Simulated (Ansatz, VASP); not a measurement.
**RbBr in VASP and in Ansatz**

```xyz
2
Lattice="0.0000 3.3932 3.4275 3.3932 0.0000 3.4275 3.3932 3.3932 0.0000" Properties=species:S:1:pos:R:3 pbc="T T T"
Rb    0.0000    0.0000    0.0000
Br    3.3932    3.3932    3.4275
```

Change from the starting cell: equal xx and yy strain of -1 %, crystal datasets.

Alike in both runs: task electric field gradients; functional PBEsol; k mesh 7 × 7 × 7; occupations fermi-dirac, width 0.03 eV; no spin polarisation.

|  | VASP | Ansatz |
| --- | --- | --- |
| version | VASP 6.6.1 | Ansatz 0.2.0 |
| potentials or method | VASP PAW PBE potentials, release 64 (Rb_sv, Br), cutoff 520 eV | all-electron PAW with datasets made for the crystal, scalar-relativistic |

|  | VASP | Ansatz | Ansatz less VASP |
| --- | --- | --- | --- |
| gap on the k mesh at the Fermi level (eV) | 4.25 | 4.26 | +0.003 |
| pressure (GPa) | 0.3 | 0.2 | -0.04 |
| traceless stress, the component that is largest in VASP (GPa) | -0.21 | -0.21 | +0.004 |
| size of Vzz on the site where it differs most (V/Å²) | 3.3 | 3.8 | +0.50 |

VASP's potentials were made for PBE, not for PBEsol. Ansatz ran all-electron here, and VASP with PAW potentials.
